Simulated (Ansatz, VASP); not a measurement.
**FeO: VASP beside Ansatz**

The input INCAR:

```
  PREC = Accurate
  ENCUT = 520
  EDIFF = 1E-6
  ISMEAR = -1
  SIGMA = 0.05
  LREAL = F
  LASPH = T
  NELM = 150
  ALGO = Normal
  ISIF = 2
  LWAVE = F
  LCHARG = F
  ISPIN = 2
  MAGMOM = 4 0
  LORBIT = 11
  LMAXMIX = 4
  GGA = PE
  NBANDS = 18
```

File KPOINTS:

```
regular mesh
0
Gamma
  11 11 11
```

Contents of POSCAR:

```
FeO
1.0
    0.0000000000      2.1554001600      2.1554001600
    2.1554001600      0.0000000000      2.1554001600
    2.1554001600      2.1554001600      0.0000000000
Fe O
1 1
Direct
    0.0000000000      0.0000000000      0.0000000000
    0.5000000000      0.5000000000      0.5000000000
```

File input.yaml:

```yaml
crystal:
  lattice:
    - [0.0, 2.15540016, 2.15540016]
    - [2.15540016, 0.0, 2.15540016]
    - [2.15540016, 2.15540016, 0.0]
  atoms:
    - { symbol: Fe, position: [0.0, 0.0, 0.0], spin: 4.0 }
    - { symbol: O, position: [0.5, 0.5, 0.5] }
kpoints:
  mp_grid: { grid: [11, 11, 11] }
scf:
  occupations: { method: fermi_dirac, width: 0.05 }
hamiltonian:
  xc: pbe
  pseudopotentials: { kind: all_electron, lapw: { basis_error: 0.0005 } }
magnetization:
  spin_polarized: true
output:
  forces: true
  stress: true
  eigenvalues: true
```

Alike in both runs: task single point; functional PBE; k mesh 11 × 11 × 11; occupations fermi-dirac, width 0.05 eV; collinear spin.

|  | VASP | Ansatz |
| --- | --- | --- |
| version | VASP 6.6.1 | Ansatz 0.2.0 |
| potentials or method | VASP PAW PBE potentials, release 64 (Fe, O), cutoff 520 eV | all-electron LAPW, scalar-relativistic |

Ansatz gave:

| Item | Value |
| --- | --- |
| gap on the k mesh at the Fermi level (eV) | none |
| pressure (GPa) | -0.3 |
| net moment per atom (μB) | 2.00 |
| size of the moment on the site where the two differ most (μB) | 0.32 |

Q: Which values does VASP return?

A: gap on the k mesh at the Fermi level (eV): none; pressure (GPa): -0.2; net moment per atom (μB): 2.00; size of the moment on the site where the two differ most (μB): 0.30.

Site moments also hang on the region over which each program counts them. A gap of «none» marks a metal or a gap that the smearing closes. Ansatz ran all-electron here, and VASP with PAW potentials.
